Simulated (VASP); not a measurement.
BaTiO3: single point with PBE0

Crystal: BaTiO3.

```xyz
5
Lattice="3.9855 0.0000 0.0000 0.0000 2.8369 2.8451 0.0000 -2.8369 2.8451" Properties=species:S:1:pos:R:3 pbc="T T T"
Ba    0.0000    0.0000    0.0000
Ti    1.9928    0.0000    2.9157
O     1.9928    1.3804    4.2594
O     1.9928   -1.3804    4.2594
O     0.0000    0.0000    2.7735
```

```json
{
  "Program": "VASP 6.6.1",
  "Task": "single point",
  "Functional": "PBE0",
  "Potentials or basis": "VASP PAW PBE potentials, release 64 (Ba_sv, Ti_sv, O)",
  "Cutoff": "520 eV",
  "k mesh": "6 × 6 × 6",
  "Occupations": "fermi-dirac, width 0.05 eV",
  "Spin": "no spin polarisation"
}
```

```json
{
  "Pressure": "-1.6 GPa",
  "Largest force": "0.393 eV/Å",
  "Band gap on the k mesh": "4.01 eV (least direct gap 4.18 eV)"
}
```

Forces on the atoms (eV/Å):
```
Ba   0.000  0.000  0.163
Ti   0.000  0.000  0.304
O    0.000 -0.102 -0.379
O    0.000  0.102 -0.379
O    0.000  0.000  0.292
```

Stress tensor (GPa, compression positive):
```
-1.40  0.00  0.00
 0.00 -1.36  0.00
 0.00  0.00 -2.01
```

Levels at points of the mesh, in eV from the valence-band top:
| k point | band 17 | band 18 | band 19 | band 20 | band 21 | band 22 | band 23 | band 24 |
| --- | --- | --- | --- | --- | --- | --- | --- | --- |
| (0.00, 0.00, 0.00) | -1.17 | -0.31 | -0.22 | -0.18 | 4.01 | 4.07 | 4.22 | 6.13 |
| (0.50, 0.00, 0.00) | -1.92 | -1.84 | -0.87 | -0.82 | 4.23 | 5.86 | 5.96 | 6.12 |
| (0.00, 0.50, 0.00) | -1.95 | -1.77 | -0.85 | -0.79 | 4.27 | 5.89 | 5.92 | 6.17 |
| (0.50, 0.50, 0.00) | -1.91 | -0.95 | -0.94 | -0.09 | 5.92 | 5.93 | 6.41 | 6.97 |
| (0.00, 0.50, 0.50) | -1.85 | -0.97 | -0.92 | -0.15 | 5.90 | 5.97 | 6.41 | 7.11 |
| (0.50, 0.50, 0.50) | -2.53 | -0.05 | -0.01 | 0.00 | 6.63 | 6.68 | 6.70 | 8.97 |

Wall time 17 min on 8 MPI ranks on Intel(R) Xeon(R) 6975P-C (Granite Rapids), with other jobs on the host, peak memory 0.29 GiB a rank.

Caveat: the PAW data sets were made with another functional, which shifts forces and pressure a little; spin-orbit coupling is left out, which moves the levels of the heavy elements. A k mesh can miss the band edges.
